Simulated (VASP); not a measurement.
Runs of VASP 6.6.1 on Ba. The structure is that of space group Im-3m (No. 229), or close to it. The cells are those of the table. 

```csv
cell,further INCAR settings,gap on the mesh (eV),pressure (GPa)
"a = 4.259 Å, angles 109.5°, 1 atom",ALGO = Fast; EDIFF = 1e-06; NBANDS = 11,none,(a)
"a = 4.213 Å, angles 109.5°, 1 atom",ALGO = Fast; EDIFF = 1e-06; NBANDS = 11,none,1.0
"a = 4.167 Å, angles 109.5°, 1 atom",ALGO = Fast; EDIFF = 1e-06; NBANDS = 11,none,1.4
"a = 4.304 Å, angles 109.5°, 1 atom",ALGO = Fast; EDIFF = 1e-07; NBANDS = 11,none,(b)
"a = 4.348 Å, angles 109.5°, 1 atom",ALGO = Fast; EDIFF = 1e-07; NBANDS = 11,none,0.1
"a = 4.391 Å, angles 109.5°, 1 atom",ALGO = Fast; EDIFF = 1e-07; NBANDS = 11,none,-0.2
```

Alike in all rows: task single point; level PBE; potentials or basis VASP PAW PBE potentials, release 64 (Ba_sv); no spin polarisation; k mesh 16 × 16 × 16; cutoff (eV) 520; smearing gaussian 0.1 eV.

Estimate the missing entries.

(a) 0.7; (b) 0.3.

Caveats: spin-orbit coupling is left out, which moves the levels of the heavy elements.

A k mesh can miss the band edges, and the runs leave out spin-orbit coupling on Ba.

A gap of «none» marks levels without a gap at the run's occupations.
